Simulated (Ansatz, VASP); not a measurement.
**Two plane-wave programs on SrAlO4**

The input INCAR:

```
PREC = Accurate
ENCUT = 600
EDIFF = 1E-7
ISMEAR = 0
SIGMA = 0.1
LREAL = False
LASPH = True
NELM = 150
ALGO = Normal
ISIF = 3
LWAVE = False
LCHARG = False
ISPIN = 2
MAGMOM = 0 0 1 1 1 1
LORBIT = 11
GGA = PE
IBRION = 2
NSW = 90
EDIFFG = -0.04
```

Contents of KPOINTS:

```
regular mesh
0
Gamma
  4 4 4
```

The input POSCAR:

```
SrAlO4
1.0
    3.7620000000      0.0000000000      0.0000000000
    0.0000000000      3.7620000000      0.0000000000
    0.0000000000      0.0000000000      6.2494897400
Sr Al O
1 1 4
Direct
    0.5000000000      0.5000000000      0.5000000000
    0.0000000000      0.0000000000      0.0000000000
    0.0000000000      0.0000000000      0.6959751800
    0.5000000000      0.0000000000      0.0000000000
    0.0000000000      0.5000000000      0.0000000000
    0.0000000000      0.0000000000      0.3040248200
```

Input for Ansatz:

```yaml
crystal:
  lattice:
    - [3.762, 0.0, 0.0]
    - [0.0, 3.762, 0.0]
    - [0.0, 0.0, 6.24948974]
  atoms:
    - { symbol: Sr, position: [0.5, 0.5, 0.5] }
    - { symbol: Al, position: [0.0, 0.0, 0.0] }
    - { symbol: O, position: [0.0, 0.0, 0.69597518], spin: 1.0 }
    - { symbol: O, position: [0.5, 0.0, 0.0], spin: 1.0 }
    - { symbol: O, position: [0.0, 0.5, 0.0], spin: 1.0 }
    - { symbol: O, position: [0.0, 0.0, 0.30402482], spin: 1.0 }
basis:
  ecutwfc: 420
kpoints:
  mp_grid: { grid: [4, 4, 4] }
hamiltonian:
  xc: pbe
scf:
  occupations: { method: gaussian, width: 0.1 }
  lower_state_search: "off"
output:
  forces: true
  stress: true
  eigenvalues: true
  populations: true
magnetization:
  spin_polarized: true
relax:
  adjacent_minimum: "off"
  f_tol: 0.04
  max_steps: 70
  cell: { stress_tol: 0.4 }
```

Alike in both runs: task relaxation of cell and atoms; functional PBE; k mesh 4 × 4 × 4; occupations gaussian, width 0.1 eV; collinear spin.

|  | VASP | Ansatz |
| --- | --- | --- |
| version | VASP 6.6.1 | Ansatz 0.2.0 |
| potentials or method | VASP PAW PBE potentials, release 64 (Sr_sv, Al, O), cutoff 600 eV | scalar-relativistic, plane waves, PAW |
| valence electrons in the cell | 37 | 37 |

|  | VASP | Ansatz | Ansatz less VASP |
| --- | --- | --- | --- |
| gap on the k mesh at the Fermi level, each at its own relaxed structure (eV) | none | none | - |
| net moment per atom (μB) | 0.48 | 0.49 | +0.003 |
| size of the moment on the site where the two differ most (μB) | 0.64 | 0.67 | +0.027 |
| relaxed volume (Å³/atom) | 12.99 | 13.06 | +0.074 |
| relaxed cell length with the largest relative difference (Å) | 5.881 | 5.902 | +0.0208 |

Site moments also hang on the region over which each program counts them. A gap of «none» marks a metal or a gap that the smearing closes.

The k mesh is coarse, so the values compare programs but aren't converged.
